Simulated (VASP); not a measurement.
# Se (P6_3/mmc) in VASP: further runs

The runs below take Se through single point, with PBEsol.

Everything below comes from runs of VASP 6.6.1. Logs are shortened: lines on timing, memory, paths and dates and some standing lists are left out, and cuts for length are marked.

## (1) The cell of the first run

The structure is hexagonal, space group P6_3/mmc (No. 194). The conventional cell has a = 3.697 Å, b = 3.697 Å, c = 7.250 Å, α = 90.00°, β = 90.00°, γ = 120.00°. Within 3.7 Å of Se (site symmetry -3m) lie 14 Se at 2.80 to 3.70 Å. Within 3.7 Å of Se (site symmetry -6m2) lie 12 Se at 2.80 to 3.70 Å.

## (2) Single point, PBEsol

Contents of INCAR:

```
SYSTEM = Se
ALGO     = Normal         ! electronic algorithm
EDIFF    = 1E-6           ! SCF threshold, eV
ENCUT    = 520            ! plane-wave cutoff, eV
GGA      = PS             ! functional
ISIF     = 2              ! what is computed and relaxed
ISMEAR   = -1             ! smearing method
LASPH    = .TRUE.         ! aspherical terms in the spheres
LCHARG   = .TRUE.         ! write CHGCAR
LELF     = .TRUE.         ! ELF
LREAL    = .FALSE.        ! projectors in reciprocal space
LVHAR    = .TRUE.       
LWAVE    = .FALSE.        ! write WAVECAR
NBANDS   = 20             ! bands
NELM     = 60             ! most SCF steps
PREC     = Accurate       ! precision mode
SIGMA    = 0.1            ! smearing width, eV
```

Contents of KPOINTS:

```
k-points
0
G
  12 12 3
  0 0 0
```

Contents of POSCAR:

```
Se
1.0
    3.6968602185      0.0000000000      0.0000000000
   -1.8484301093      3.2015748635      0.0000000000
    0.0000000000      0.0000000000      7.2501044030
Se
4
Direct
    1.0000000000      0.0000000000      0.0000000000
    1.0000000000      0.0000000000      0.5000000000
    0.3333333333      0.6666666667      0.2500000000
    0.6666666667      0.3333333333      0.7500000000
```

Potentials or basis: VASP PAW PBE potentials, release 64 (Se).

Run with:

```sh
$ cat potpaw_PBE.64/Se/POTCAR > POTCAR
$ mpirun -np 1 vasp_std > vasp.out
```

OUTCAR:

```text
SYSTEM = Se
   EDIFF = 1E-6
   ENCUT = 520
   GGA = PS
   ISIF = 2
   ISMEAR = -1
   LASPH = .TRUE.
   LREAL = .FALSE.
   NELM = 60
   PREC = Accurate

 ion  position               nearest neighbor table
   1  0.000  0.000  0.000-
   2  0.000  0.000  0.500-
   3  0.333  0.667  0.250-
   4  0.667  0.333  0.750-

  LATTYP: Found a hexagonal cell.
 ALAT       =     3.6968602185
 C/A-ratio  =     1.9611518896

  Lattice vectors:

 A1 = (   3.6968602185,   0.0000000000,   0.0000000000)
 A2 = (  -1.8484301093,   3.2015748635,   0.0000000000)
 A3 = (   0.0000000000,   0.0000000000,   7.2501044030)

Analysis of symmetry for initial positions (statically):
=====================================================================
 Subroutine PRICEL returns:
 Original cell was already a primitive cell.

 Routine SETGRP: Setting up the symmetry group for a
 hexagonal supercell.

 Subroutine GETGRP returns: Found 24 space group operations
 (whereof 12 operations were pure point group operations)
 out of a pool of 24 trial point group operations.

The static configuration has the point symmetry D_3d.
 The point group associated with its full space group is D_6h.

Analysis of symmetry for dynamics (positions and initial velocities):
=====================================================================
 Subroutine PRICEL returns:
 Original cell was already a primitive cell.

 Routine SETGRP: Setting up the symmetry group for a
 hexagonal supercell.

 Subroutine GETGRP returns: Found 24 space group operations
 (whereof 12 operations were pure point group operations)
 out of a pool of 24 trial point group operations.

The dynamic configuration has the point symmetry D_3d.
 The point group associated with its full space group is D_6h.

 Subroutine INISYM returns: Found 24 space group operations
 (whereof 12 operations are pure point group operations),
 and found     1 'primitive' translations

----------------------------------------------------------------------------------------

                                     Primitive cell

  volume of cell :      85.8106

  direct lattice vectors                    reciprocal lattice vectors
     3.696860218  0.000000000  0.000000000     0.270499814  0.156173140  0.000000000
    -1.848430109  3.201574863  0.000000000     0.000000000  0.312346280  0.000000000
     0.000000000  0.000000000  7.250104403     0.000000000  0.000000000  0.137929048

  length of vectors
     3.696860218  3.696860219  7.250104403     0.312346280  0.312346280  0.137929048

  position of ions in fractional coordinates (direct lattice)
     0.000000000  0.000000000  0.000000000
     0.000000000  0.000000000  0.500000000
     0.333333333  0.666666667  0.250000000
     0.666666667  0.333333333  0.750000000

  ion indices of the primitive-cell ions
   primitive index   ion index
                 1           1
                 2           2
                 3           3
                 4           4

----------------------------------------------------------------------------------------

 KPOINTS: k-points

Automatic generation of k-mesh.
 Grid dimensions read from file:
 generate k-points for:   12   12    3

 Generating k-lattice:

  Cartesian coordinates                     Fractional coordinates (reciprocal lattice)
     0.022541651  0.013014428  0.000000000     0.083333333  0.000000000  0.000000000
     0.000000000  0.026028857  0.000000000     0.000000000  0.083333333  0.000000000
     0.000000000  0.000000000  0.045976349     0.000000000  0.000000000  0.333333333

  Length of vectors
     0.026028857  0.026028857  0.045976349

  Shift w.r.t. Gamma in fractional coordinates (k-lattice)
     0.000000000  0.000000000  0.000000000

 Subroutine IBZKPT returns following result:
 ===========================================

 Found     38 irreducible k-points:

 Following reciprocal coordinates:
            Coordinates               Weight
  0.000000  0.000000  0.000000      1.000000
  0.083333  0.000000  0.000000      6.000000
  0.166667  0.000000  0.000000      6.000000
  0.250000 -0.000000  0.000000      6.000000
  0.333333  0.000000  0.000000      6.000000
  0.416667 -0.000000  0.000000      6.000000
[... 16 lines left out ...]
  0.250000 -0.000000  0.333333     12.000000
  0.333333  0.000000  0.333333     12.000000
 [... further k-points ...]
   k-points           NKPTS =     38   k-points in BZ     NKDIM =     38   number of bands    NBANDS=     20
   number of dos      NEDOS =    301   number of ions     NIONS =      4
   total plane-waves  NPLWV =  42336
   dimension x,y,z NGX =    28 NGY =   28 NGZ =   54
   dimension x,y,z NGXF=    56 NGYF=   56 NGZF=  108
   ions per type =               4
   NGX,Y,Z   is equivalent  to a cutoff of  12.59, 12.59, 12.38 a.u.
   NGXF,Y,Z  is equivalent  to a cutoff of  25.18, 25.18, 24.76 a.u.
 SYSTEM =  Se
   PREC   = accura    normal or accurate (medium, high low for compatibility)
[... 88 lines left out ...]
  band No.  band energies     occupation
      1     -10.9880      2.00000
      2      -8.8302      2.00000
      3      -8.6953      2.00000
      4      -5.2720      2.00000
      5       0.6855      2.00000
      6       0.9374      2.00000
[... 12 lines left out ...]
     19      13.0067      0.00000
     20      13.0916      0.00000

 k-point     4 :       0.2500   -0.0000    0.0000
  band No.  band energies     occupation
      1     -10.6180      2.00000
      2      -8.6111      2.00000
      3      -8.4491      2.00000
      4      -5.8127      2.00000
      5      -0.1717      2.00000
      6       0.3851      2.00000
[... 12 lines left out ...]
     19      12.5103      0.00000
     20      13.6096      0.00000

 k-point     5 :       0.3333    0.0000    0.0000
  band No.  band energies     occupation
      1     -10.1290      2.00000
      2      -8.3992      2.00000
      3      -8.1698      2.00000
      4      -6.4451      2.00000
      5      -1.0868      2.00000
      6      -0.5010      2.00000
[... 12 lines left out ...]
     19      13.3228      0.00000
     20      13.9177      0.00000

 k-point     6 :       0.4167   -0.0000    0.0000
  band No.  band energies     occupation
      1      -9.5800      2.00000
      2      -8.3495      2.00000
      3      -7.9367      2.00000
      4      -6.9700      2.00000
      5      -1.7070      2.00000
      6      -1.1379      2.00000
[... 12 lines left out ...]
     19      14.3372      0.00000
     20      14.9652      0.00000

 k-point     7 :       0.5000   -0.0000    0.0000
  band No.  band energies     occupation
      1      -9.2333      2.00000
      2      -8.4797      2.00000
      3      -7.8436      2.00000
      4      -7.1520      2.00000
      5      -1.9303      2.00000
      6      -1.3689      2.00000
[... 12 lines left out ...]
     19      14.7126      0.00000
     20      14.9309      0.00000
[... 277 lines left out ...]
 k-point    20 :       0.0000    0.0000    0.3333
  band No.  band energies     occupation
      1     -11.0270      2.00000
      2     -10.2403      2.00000
      3      -7.3515      2.00000
      4      -5.6713      2.00000
      5       1.1116      2.00000
      6       2.4048      2.00000
[... 12 lines left out ...]
     19      12.6617      0.00000
     20      12.6617      0.00000

 k-point    21 :       0.0833    0.0000    0.3333
  band No.  band energies     occupation
      1     -10.9516      2.00000
      2     -10.1710      2.00000
      3      -7.3276      2.00000
      4      -5.7182      2.00000
      5       0.8409      2.00000
      6       1.5899      2.00000
[... 12 lines left out ...]
     19      12.6218      0.00000
     20      12.6808      0.00000

 k-point    22 :       0.1667    0.0000    0.3333
  band No.  band energies     occupation
      1     -10.7287      2.00000
      2      -9.9677      2.00000
      3      -7.2721      2.00000
      4      -5.8788      2.00000
      5       0.2858      2.00000
      6       0.6030      2.00000
[... 12 lines left out ...]
     19      11.9775      0.00000
     20      13.0100      0.00000

 k-point    23 :       0.2500   -0.0000    0.3333
  band No.  band energies     occupation
      1     -10.3695      2.00000
      2      -9.6468      2.00000
      3      -7.2354      2.00000
      4      -6.1909      2.00000
      5      -0.4731      2.00000
      6       0.0696      2.00000
[... 12 lines left out ...]
     19      12.4591      0.00000
     20      13.7454      0.00000

 k-point    24 :       0.3333    0.0000    0.3333
  band No.  band energies     occupation
      1      -9.8994      2.00000
      2      -9.2464      2.00000
      3      -7.2973      2.00000
      4      -6.6454      2.00000
      5      -1.0755      2.00000
      6      -0.1424      2.00000
[... 12 lines left out ...]
     19      13.8242      0.00000
     20      14.7500      0.00000

 [... further k-points ...]

------------------------ aborting loop because EDIFF is reached ----------------------------------------

  FORCE on cell =-STRESS in cart. coord.  units (eV):
  Direction    XX          YY          ZZ          XY          YZ          ZX
  --------------------------------------------------------------------------------------
  -------------------------------------------------------------------------------------
  Total        0.0444885      0.0444885      0.0714870     -0.0000000     -0.0000000      0.0000000
  in kB        0.8306485      0.8306485      1.3347400     -0.0000000     -0.0000000      0.0000000
  external PRESSURE =       0.9986790 kB  Pullay stress =       0.0000000 kB

 VOLUME and BASIS-vectors are now :
 -----------------------------------------------------------------------------
  energy-cutoff  :      520.00
  volume of cell :       85.81
      direct lattice vectors                 reciprocal lattice vectors
     3.696860218  0.000000000  0.000000000     0.270499814  0.156173140  0.000000000
    -1.848430109  3.201574863  0.000000000     0.000000000  0.312346280  0.000000000
     0.000000000  0.000000000  7.250104403     0.000000000  0.000000000  0.137929048

 POSITION                                       TOTAL-FORCE (eV/Angst)
 -----------------------------------------------------------------------------------
      0.00000      0.00000      0.00000        -0.000000      0.000000     -0.000000
      0.00000      0.00000      3.62505        -0.000000      0.000000     -0.000000
     -0.00000      2.13438      1.81253         0.000000      0.000000      0.000000
      1.84843      1.06719      5.43758         0.000000     -0.000000      0.000000
 -----------------------------------------------------------------------------------
    total drift:                                0.000000     -0.000000     -0.000000

  FREE ENERGIE OF THE ION-ELECTRON SYSTEM (eV)
  ---------------------------------------------------
  free  energy   TOTEN  =       -14.5217005242 eV

  energy  without entropy=      -14.4156684174  energy(sigma->0) =      -14.46868447
```

Wall time 68 s (1 thread of AMD EPYC 7R43 (Zen 3), shared host); peak memory 0.16 GiB.

Results:

* Free energy: -14.5217 eV
* Pressure: 0.1 GPa
* Band gap on the k mesh: zero (band 12 reaches 5.65 eV, above the bottom of band 13 at 3.31 eV)

Levels at points of the mesh, in eV from the Fermi level:
| k point | band 9 | band 10 | band 11 | band 12 | band 13 | band 14 | band 15 | band 16 |
| --- | --- | --- | --- | --- | --- | --- | --- | --- |
| (0.00, 0.00, 0.00) | -1.43 | -1.43 | -0.95 | -0.92 | -0.92 | 1.01 | 1.01 | 2.81 |
| (0.50, 0.00, 0.00) | -2.38 | -2.27 | -2.00 | -1.92 | -1.81 | 2.15 | 2.58 | 3.35 |

Caveat: the PAW data sets were made with another functional, which shifts forces and pressure a little.

## (3) Single point, PBEsol (volume scaled by 0.88)

Contents of INCAR:

```
SYSTEM = Se
ALGO = Normal
EDIFF = 1E-7
ENCUT = 520
GGA = PS
ISIF = 2
ISMEAR = -1
LASPH = .True.
LCHARG = .False.
LREAL = .False.
LWAVE = .False.
NBANDS = 20
NELM = 60
PREC = Accurate
SIGMA = 0.1
```

Contents of KPOINTS:

```
k-points
0
Gamma
  11 11 5
  0 0 0
```

Contents of POSCAR:

```
Se
1.0
    3.5426418920      0.0000000000      0.0000000000
   -1.7713209460      3.0680178750      0.0000000000
    0.0000000000      0.0000000000      6.9476588405
Se
4
Direct
    1.0000000000      0.0000000000      0.0000000000
    1.0000000000      0.0000000000      0.5000000000
    0.3333333333      0.6666666667      0.2500000000
    0.6666666667      0.3333333333      0.7500000000
```

Potentials or basis: VASP PAW PBE potentials, release 64 (Se).

Run with:

```sh
$ cat potpaw_PBE.64/Se/POTCAR > POTCAR
$ mpirun -np 1 vasp_std > vasp.out
```

It took 76 s on 1 thread of AMD EPYC 7R43 (Zen 3), shared host; peak memory 0.18 GiB.

It converged, with:

- Free energy: -14.1996 eV
- Pressure: 13.6 GPa
- Band gap on the k mesh: zero (band 12 reaches 7.48 eV, above the bottom of band 13 at 4.89 eV)

Stress tensor (GPa, compression positive):
```
11.61  0.00  0.00
 0.00 11.61  0.00
 0.00  0.00 17.45
```

Levels at points of the mesh, in eV from the Fermi level:
| k point | band 10 | band 11 | band 12 | band 13 | band 14 | band 15 |
| --- | --- | --- | --- | --- | --- | --- |
| (0.00, 0.00, 0.00) | -1.40 | -1.13 | -1.13 | -0.69 | 1.05 | 1.05 |

Caveat: the PAW data sets were made with another functional, which shifts forces and pressure a little.

## (4) Single point, PBEsol (volume scaled by 0.92)

Contents of INCAR:

```
  PREC = Accurate
  ENCUT = 520
  EDIFF = 1E-7
  ISMEAR = -1
  SIGMA = 0.1
  LREAL = False
  LASPH = True
  NELM = 100
  ALGO = Normal
  ISIF = 2
  LWAVE = False
  LCHARG = False
  GGA = PS
  NBANDS = 20
```

Contents of KPOINTS:

```
Automatic mesh
0
Gamma
  11 11 5
```

Contents of POSCAR:

```
Se
1.0
    3.5955249406      0.0000000000      0.0000000000
   -1.7977624704      3.1138159385      0.0000000000
    0.0000000000      0.0000000000      7.0513705313
Se
4
Direct
    1.0000000000      0.0000000000      0.0000000000
    1.0000000000      0.0000000000      0.5000000000
    0.3333333333      0.6666666667      0.2500000000
    0.6666666667      0.3333333333      0.7500000000
```

Run with:

```sh
$ cat potpaw_PBE.64/Se/POTCAR > POTCAR
$ mpirun -np 1 vasp_std > vasp.out
```

Run time: 84 s. Hardware: 1 thread of AMD EPYC 7R43 (Zen 3), shared host; peak memory 0.18 GiB.

Results (log left out):

- Free energy: -14.4301 eV
- Pressure: 8.1 GPa
- Band gap on the k mesh: zero (band 12 reaches 6.82 eV, above the bottom of band 13 at 4.40 eV)

Stress tensor (GPa, compression positive):
```
 6.86  0.00  0.00
 0.00  6.86  0.00
 0.00  0.00 10.70
```

Levels at points of the mesh, in eV from the Fermi level:
| k point | band 9 | band 10 | band 11 | band 12 | band 13 | band 14 | band 15 | band 16 |
| --- | --- | --- | --- | --- | --- | --- | --- | --- |
| (0.00, 0.00, 0.00) | -1.68 | -1.45 | -1.08 | -1.08 | -0.82 | 1.01 | 1.01 | 3.06 |

Caveat: the PAW data sets were made with another functional, which shifts forces and pressure a little.

## (5) Single point, PBEsol (volume scaled by 0.96)

Contents of INCAR:

```
SYSTEM = Se
ALGO = Normal
EDIFF = 1E-7
ENCUT = 520
GGA = PS
ISIF = 2
ISMEAR = -1
LASPH = .TRUE.
LCHARG = .FALSE.
LREAL = .FALSE.
LWAVE = .FALSE.
NBANDS = 20
NELM = 100
PREC = Accurate
SIGMA = 0.1
```

Contents of KPOINTS:

```
k-points
0
G
  11 11 5
  0 0 0
```

Contents of POSCAR:

```
Se
1.0
    3.6468965232      0.0000000000      0.0000000000
   -1.8234482616      3.1583050341      0.0000000000
    0.0000000000      0.0000000000      7.1521180075
Se
4
Direct
    1.0000000000      0.0000000000      0.0000000000
    1.0000000000      0.0000000000      0.5000000000
    0.3333333333      0.6666666667      0.2500000000
    0.6666666667      0.3333333333      0.7500000000
```

Run with:

```sh
$ cat potpaw_PBE.64/Se/POTCAR > POTCAR
$ mpirun -np 1 vasp_std > vasp.out
```

Run time: 62 s. Hardware: 1 thread of AMD EPYC 7R43 (Zen 3), shared host; peak memory 0.18 GiB.

The run converged. Its results:

| Item | Value |
| --- | --- |
| Free energy | -14.5562 eV |
| Pressure | 3.8 GPa |
| Band gap on the k mesh | zero (band 12 reaches 6.21 eV, above the bottom of band 13 at 3.96 eV) |

Stress tensor (GPa, compression positive):
```
3.04 0.00 0.00
0.00 3.04 0.00
0.00 0.00 5.23
```

Levels at points of the mesh, in eV from the Fermi level:
```tsv
k point	band 10	band 11	band 12	band 13	band 14	band 15
(0.00, 0.00, 0.00)	-1.50	-1.03	-1.03	-0.92	0.98	0.98
```

Caveat: the PAW data sets were made with another functional, which shifts forces and pressure a little.

## (6) Summary

| cell | k mesh | gap on the mesh (eV) | pressure (GPa) |
| --- | --- | --- | --- |
| a = 3.697, b = 3.697, c = 7.250 Å, angles 90.0, 90.0, 120.0°, 4 atoms | 12 × 12 × 3 | none | 0.1 |
| a = 3.543, b = 3.543, c = 6.948 Å, angles 90.0, 90.0, 120.0°, 4 atoms | 11 × 11 × 5 | none | 13.6 |
| a = 3.596, b = 3.596, c = 7.051 Å, angles 90.0, 90.0, 120.0°, 4 atoms | 11 × 11 × 5 | none | 8.1 |
| a = 3.647, b = 3.647, c = 7.152 Å, angles 90.0, 90.0, 120.0°, 4 atoms | 11 × 11 × 5 | none | 3.8 |

Alike in all rows: task single point; level PBEsol; potentials or basis VASP PAW PBE potentials, release 64 (Se); no spin polarisation; cutoff (eV) 520; smearing fermi-dirac 0.1 eV.

Caveats: the PAW data sets were made with another functional, which shifts forces and pressure a little.

Total energies depend on the potentials used, so only differences within one code and one set of settings carry meaning.
